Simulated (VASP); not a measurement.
# CaO (Fm-3m) in VASP: notebook

Aim: see how the results for CaO move with the level of theory and the settings. Levels: PBEsol+D4, PBEsol. Tasks: single point.

Program: VASP 6.6.1. These are calculated values, not measurements. Logs are shortened: lines on timing, memory, paths and dates and some standing lists are left out, and cuts for length are marked.

### Step 1. The cell of the first run

It takes space group Fm-3m (No. 225, cubic). Conventional cell: a = 4.750 Å, b = 4.750 Å, c = 4.750 Å, α = 90.00°, β = 90.00°, γ = 90.00°. Ca (site symmetry m-3m) has 6 O at 2.37 Å within 3.1 Å. Within 3.1 Å of O (site symmetry m-3m) lie 6 Ca at 2.37 Å.

### Step 2. Single point, PBEsol+D4

Input file INCAR:

```
SYSTEM = CaO
ALGO = Normal
EDIFF = 1E-6
ENCUT = 520
GGA = PS
ISIF = 2
ISMEAR = -1
IVDW = 13
LASPH = .TRUE.
LCHARG = .TRUE.
LELF = .TRUE.
LREAL = .FALSE.
LVHAR = .TRUE.
LWAVE = .FALSE.
NBANDS = 15
NELM = 80
PREC = Accurate
SIGMA = 0.05
```

Input file KPOINTS:

```
k-points
0
G
  10 10 10
  0 0 0
```

Input file POSCAR:

```
CaO
1.0
    0.0000000000      2.3749678745      2.3749678745
    2.3749678745      0.0000000000      2.3749678745
    2.3749678745      2.3749678745      0.0000000000
Ca O
1 1
Direct
    0.0000000000      0.0000000000      0.0000000000
    0.5000000000      0.5000000000      0.5000000000
```

Potentials or basis: VASP PAW PBE potentials, release 64 (Ca_sv, O).

The run is started by

```sh
$ cat potpaw_PBE.64/Ca_sv/POTCAR potpaw_PBE.64/O/POTCAR > POTCAR
$ mpirun -np 1 vasp_std > vasp.out
```

OUTCAR:

```text
SYSTEM = CaO
   EDIFF = 1E-6
   ENCUT = 520
   GGA = PS
   ISIF = 2
   ISMEAR = -1
   IVDW = 13
   LASPH = .TRUE.
   LREAL = .FALSE.
   NELM = 80
   PREC = Accurate

 ion  position               nearest neighbor table
   1  0.000  0.000  0.000-   2 2.37   2 2.37   2 2.37   2 2.37   2 2.37   2 2.37
   2  0.500  0.500  0.500-   1 2.37   1 2.37   1 2.37   1 2.37   1 2.37   1 2.37

  LATTYP: Found a face centered cubic cell.
 ALAT       =     4.7499357490

  Lattice vectors:

 A1 = (   0.0000000000,   2.3749678745,   2.3749678745)
 A2 = (   2.3749678745,   0.0000000000,   2.3749678745)
 A3 = (   2.3749678745,   2.3749678745,   0.0000000000)

Analysis of symmetry for initial positions (statically):
=====================================================================
 Subroutine PRICEL returns:
 Original cell was already a primitive cell.

 Routine SETGRP: Setting up the symmetry group for a
 face centered cubic supercell.

 Subroutine GETGRP returns: Found 48 space group operations
 (whereof 48 operations were pure point group operations)
 out of a pool of 48 trial point group operations.

The static configuration has the point symmetry O_h .

Analysis of symmetry for dynamics (positions and initial velocities):
=====================================================================
 Subroutine PRICEL returns:
 Original cell was already a primitive cell.

 Routine SETGRP: Setting up the symmetry group for a
 face centered cubic supercell.

 Subroutine GETGRP returns: Found 48 space group operations
 (whereof 48 operations were pure point group operations)
 out of a pool of 48 trial point group operations.

The dynamic configuration has the point symmetry O_h .

 Subroutine INISYM returns: Found 48 space group operations
 (whereof 48 operations are pure point group operations),
 and found     1 'primitive' translations

----------------------------------------------------------------------------------------

                                     Primitive cell

  volume of cell :      26.7919

  direct lattice vectors                    reciprocal lattice vectors
     0.000000000  2.374967874  2.374967874    -0.210529164  0.210529164  0.210529164
     2.374967874  0.000000000  2.374967874     0.210529164 -0.210529164  0.210529164
     2.374967874  2.374967874  0.000000000     0.210529164  0.210529164 -0.210529164

  length of vectors
     3.358711778  3.358711778  3.358711778     0.364647208  0.364647208  0.364647208

  position of ions in fractional coordinates (direct lattice)
     0.000000000  0.000000000  0.000000000
     0.500000000  0.500000000  0.500000000

  ion indices of the primitive-cell ions
   primitive index   ion index
                 1           1
                 2           2

----------------------------------------------------------------------------------------

 KPOINTS: k-points

Automatic generation of k-mesh.
 Grid dimensions read from file:
 generate k-points for:   10   10   10

 Generating k-lattice:

  Cartesian coordinates                     Fractional coordinates (reciprocal lattice)
    -0.021052916  0.021052916  0.021052916     0.100000000  0.000000000  0.000000000
     0.021052916 -0.021052916  0.021052916     0.000000000  0.100000000  0.000000000
     0.021052916  0.021052916 -0.021052916     0.000000000  0.000000000  0.100000000

  Length of vectors
     0.036464721  0.036464721  0.036464721

  Shift w.r.t. Gamma in fractional coordinates (k-lattice)
     0.000000000  0.000000000  0.000000000

 Subroutine IBZKPT returns following result:
 ===========================================

 Found     47 irreducible k-points:

 Following reciprocal coordinates:
            Coordinates               Weight
  0.000000  0.000000  0.000000      1.000000
  0.100000  0.000000  0.000000      8.000000
  0.200000  0.000000  0.000000      8.000000
  0.300000  0.000000  0.000000      8.000000
  0.400000  0.000000  0.000000      8.000000
  0.500000  0.000000  0.000000      4.000000
[... 16 lines left out ...]
  0.300000  0.300000  0.000000      6.000000
  0.400000  0.300000  0.000000     24.000000
 [... further k-points ...]
   k-points           NKPTS =     47   k-points in BZ     NKDIM =     47   number of bands    NBANDS=     15
   number of dos      NEDOS =    301   number of ions     NIONS =      2
   total plane-waves  NPLWV =  21952
   dimension x,y,z NGX =    28 NGY =   28 NGZ =   28
   dimension x,y,z NGXF=    56 NGYF=   56 NGZF=   56
   ions per type =               1   1
   NGX,Y,Z   is equivalent  to a cutoff of  13.86, 13.86, 13.86 a.u.
   NGXF,Y,Z  is equivalent  to a cutoff of  27.72, 27.72, 27.72 a.u.
 SYSTEM =  CaO
   PREC   = accura    normal or accurate (medium, high low for compatibility)
   ISTART =      0    job   : 0-new  1-cont  2-samecut
   ICHARG =      2    charge: 1-file 2-atom 10-const
   ISPIN  =      1    spin polarized calculation?
   LNONCOLLINEAR =      F non collinear calculations
   LSORBIT =      F    spin-orbit coupling
   LASPH  =      T    aspherical Exc in radial PAW
   ENCUT  =  520.0 eV  38.22 Ry    6.18 a.u.   6.24  6.24  6.24*2*pi/ulx,y,z
   NELM   =     80;   NELMIN=  2; NELMDL= -5     # of ELM steps
   EDIFF  = 0.1E-05   stopping-criterion for ELM
   LREAL  =      F    real-space projection
   EDIFFG = 0.1E-04   stopping-criterion for IOM
   NSW    =      0    number of steps for IOM
   IBRION =     -1    ionic relax: 0-MD 1-quasi-New 2-CG
   NFREE  =      0    steps in history (QN), initial steepest desc. (CG)
   ISIF   =      2    stress and relaxation
   ISYM   =      2    0-nonsym 1-usesym 2-fastsym
   POTIM  = 0.5000    time-step for ionic-motion
   TEBEG  =    0.0;   TEEND  =   0.0 temperature during run
   PSTRESS=    0.0 pullay stress
   NELECT =      16.0000    total number of electrons
   NUPDOWN=      -1.0000    fix difference up-down
   EMIN   =  10.00;   EMAX   =-10.00  energy-range for DOS
   EFERMI =   0.00;   METHOD = LEGACY
   ISMEAR =    -1;   SIGMA  =   0.05  broadening in eV -4-tet -1-fermi 0-gaus
   EFERMI_NEDOS =   21; number of points for ismear=-14 and -15
   IALGO  =     38    algorithm
   IMIX   =      4    mixing-type and parameters
     AMIX     =   0.40;   BMIX     =  1.00
     AMIX_MAG =   1.60;   BMIX_MAG =  1.00
  volume/ion in A,a.u.               =      13.40        90.40
  Fermi-wavevector in a.u.,A,eV,Ry     =   1.378628  2.605229 25.859438  1.900615
  Thomas-Fermi vector in A             =   2.503672
   LORBIT       =      0    0 simple, 1 ext, 2 COOP (PROOUT), +10 PAW based schemes
   GGA     = PS    functional components
   LHFCALC =     F    Hartree Fock is set to
   AEXX    =    0.0000 exact exchange contribution
   IVDW    =    13    specifies the selected vdW correction
   LEPSILON=     F    determine dielectric tensor
   LRPA    =     F    only Hartree local field effects (RPA)
 non-spin polarized calculation
  energy-cutoff  :      520.00
  volume of cell :       26.79
 maximum number of plane-waves:       736
 NGX is ok and might be reduce to    28
   NGX = 13   NGY = 13   NGZ = 13

 number of electron      15.9999997 magnetization

 Free energy of the ion-electron system (eV)
  ---------------------------------------------------
  ext. energy  EPLUGINS =         0.00000000
  ---------------------------------------------------
  free energy    TOTEN  =       -13.40806315 eV

  energy without entropy =      -13.40806315  energy(sigma->0) =      -13.40806315

 E-fermi :   3.4602     XC(G=0): -10.9134

 val. band max:        2.4000144814   @ k =   0.0000   0.0000   0.0000
 cond. band min:       5.9146629374   @ k =   0.5000   0.5000   0.0000
 fundamental gap:      3.5146484560
 Fermi energy:         3.4601592024

 k-point     1 :       0.0000    0.0000    0.0000
  band No.  band energies     occupation
      1     -34.8464      2.00000
      2     -15.6591      2.00000
      3     -15.6591      2.00000
      4     -15.6591      2.00000
      5     -13.1139      2.00000
      6       2.4000      2.00000
      7       2.4000      2.00000
      8       2.4000      2.00000
      9       7.2532      0.00000
     10       8.6736      0.00000
     11       8.6736      0.00000
     12       8.6736      0.00000
     13      10.2742      0.00000
     14      10.2742      0.00000
     15      17.4455      0.00000

 k-point     2 :       0.1000    0.0000    0.0000
  band No.  band energies     occupation
      1     -34.8345      2.00000
      2     -15.8386      2.00000
      3     -15.6650      2.00000
      4     -15.6650      2.00000
      5     -12.9288      2.00000
      6       2.0208      2.00000
      7       2.2489      2.00000
      8       2.2489      2.00000
      9       7.7223      0.00000
     10       8.6355      0.00000
     11       8.8560      0.00000
     12       8.8560      0.00000
     13      10.5334      0.00000
     14      10.5334      0.00000
     15      17.8934      0.00000

 k-point     3 :       0.2000    0.0000    0.0000
  band No.  band energies     occupation
      1     -34.8034      2.00000
      2     -16.2275      2.00000
      3     -15.6803      2.00000
      4     -15.6803      2.00000
      5     -12.5241      2.00000
      6       1.2101      2.00000
      7       1.8883      2.00000
      8       1.8883      2.00000
      9       8.5697      0.00000
     10       8.8771      0.00000
     11       9.3604      0.00000
     12       9.3604      0.00000
     13      11.2034      0.00000
     14      11.2034      0.00000
     15      18.6186      0.00000
[... 343 lines left out ...]
 k-point    23 :       0.3000    0.3000    0.0000
  band No.  band energies     occupation
      1     -34.7395      2.00000
      2     -16.3628      2.00000
      3     -15.8331      2.00000
      4     -15.8331      2.00000
      5     -12.5042      2.00000
      6       0.5848      2.00000
      7       2.0529      2.00000
      8       2.0529      2.00000
      9       6.6550      0.00000
     10       9.6529      0.00000
     11      11.0533      0.00000
     12      11.1921      0.00000
     13      11.1921      0.00000
     14      13.1051      0.00000
     15      20.0318      0.00000

 k-point    24 :       0.4000    0.3000    0.0000
  band No.  band energies     occupation
      1     -34.7152      2.00000
      2     -16.4304      2.00000
      3     -15.8921      2.00000
      4     -15.8595      2.00000
      5     -12.5169      2.00000
      6       0.6663      2.00000
      7       1.8288      2.00000
      8       1.9350      2.00000
      9       6.6239      0.00000
     10      10.2538      0.00000
     11      11.4027      0.00000
     12      11.5108      0.00000
     13      11.6525      0.00000
     14      13.4888      0.00000
     15      18.3354      0.00000

 [... further k-points ...]

------------------------ aborting loop because EDIFF is reached ----------------------------------------

  DFT-D4 for vdW energy calculation

  Edisp (eV):   -0.19639

  FORCE on cell =-STRESS in cart. coord.  units (eV):
  Direction    XX          YY          ZZ          XY          YZ          ZX
  --------------------------------------------------------------------------------------
  -------------------------------------------------------------------------------------
  Total       0.10699     0.10699     0.10699     0.00000     0.00000    -0.00000
  in kB       6.39817     6.39817     6.39817     0.00000     0.00000    -0.00000
  external pressure =        6.40 kB  Pullay stress =        0.00 kB

 VOLUME and BASIS-vectors are now :
 -----------------------------------------------------------------------------
  energy-cutoff  :      520.00
  volume of cell :       26.79
      direct lattice vectors                 reciprocal lattice vectors
     0.000000000  2.374967874  2.374967874    -0.210529164  0.210529164  0.210529164
     2.374967874  0.000000000  2.374967874     0.210529164 -0.210529164  0.210529164
     2.374967874  2.374967874  0.000000000     0.210529164  0.210529164 -0.210529164

 POSITION                                       TOTAL-FORCE (eV/Angst)
 -----------------------------------------------------------------------------------
      0.00000      0.00000      0.00000        -0.000000      0.000000     -0.000000
      2.37497      2.37497      2.37497         0.000000     -0.000000      0.000000
 -----------------------------------------------------------------------------------
    total drift:                                0.000000      0.000000      0.000000

  FREE ENERGIE OF THE ION-ELECTRON SYSTEM (eV)
  ---------------------------------------------------
  free  energy   TOTEN  =       -13.6044490575 eV

  energy  without entropy=      -13.6044490575  energy(sigma->0) =      -13.60444906
```

Wall time 49 s (1 thread of AMD EPYC 7R43 (Zen 3), shared host); peak memory 0.13 GiB.

Results:

```yaml
Free_energy: -13.6044 eV
Pressure: 0.6 GPa
Band_gap_on_the_k_mesh: 3.51 eV (least direct gap 3.88 eV)
Dispersion_energy_per_atom: -0.098 eV
```

Caveat: the PAW data sets were made with another functional, which shifts forces and pressure a little.

### Step 3. Single point, PBEsol

This run uses another cell than the first one, of 13.54 Å³/atom.

Input file INCAR:

```
ALGO = Normal ; EDIFF = 1E-6
ENCUT = 520 ; GGA = PS
ISIF = 2 ; ISMEAR = -1
LASPH = True ; LCHARG = False
LREAL = False ; LWAVE = False
NBANDS = 15 ; NELM = 80
PREC = Accurate ; SIGMA = 0.05
```

Input file KPOINTS:

```
k-points
0
Gamma
  10 10 10
```

Input file POSCAR:

```
CaO
1.0
    0.0000000000      2.3835689280      2.3835689280
    2.3835689280      0.0000000000      2.3835689280
    2.3835689280      2.3835689280      0.0000000000
Ca O
1 1
Direct
    0.0000000000      0.0000000000      0.0000000000
    0.5000000000      0.5000000000      0.5000000000
```

Potentials or basis: VASP PAW PBE potentials, release 64 (Ca_sv, O).

The run is started by

```sh
$ cat potpaw_PBE.64/Ca_sv/POTCAR potpaw_PBE.64/O/POTCAR > POTCAR
$ mpirun -np 1 vasp_std > vasp.out
```

Run time: 44 s. Hardware: 1 thread of AMD EPYC 7R43 (Zen 3), shared host; peak memory 0.13 GiB.

It converged, with:

| Property | Result |
| --- | --- |
| Free energy | -13.4108 eV |
| Pressure | 0.6 GPa |
| Band gap on the k mesh | 3.52 eV (least direct gap 3.89 eV) |

Levels at points of the mesh, in eV from the valence-band top:
| k point | band 5 | band 6 | band 7 | band 8 | band 9 | band 10 | band 11 | band 12 |
| --- | --- | --- | --- | --- | --- | --- | --- | --- |
| (0.00, 0.00, 0.00) | -15.49 | 0.00 | 0.00 | 0.00 | 4.76 | 6.25 | 6.25 | 6.25 |
| (0.50, 0.00, 0.00) | -14.14 | -2.75 | -1.27 | -1.27 | 7.13 | 8.51 | 8.51 | 8.52 |
| (0.50, 0.50, 0.00) | -15.25 | -1.31 | -0.37 | -0.37 | 3.52 | 8.23 | 9.07 | 9.76 |

Caveat: the PAW data sets were made with another functional, which shifts forces and pressure a little. A k mesh can miss the band edges.
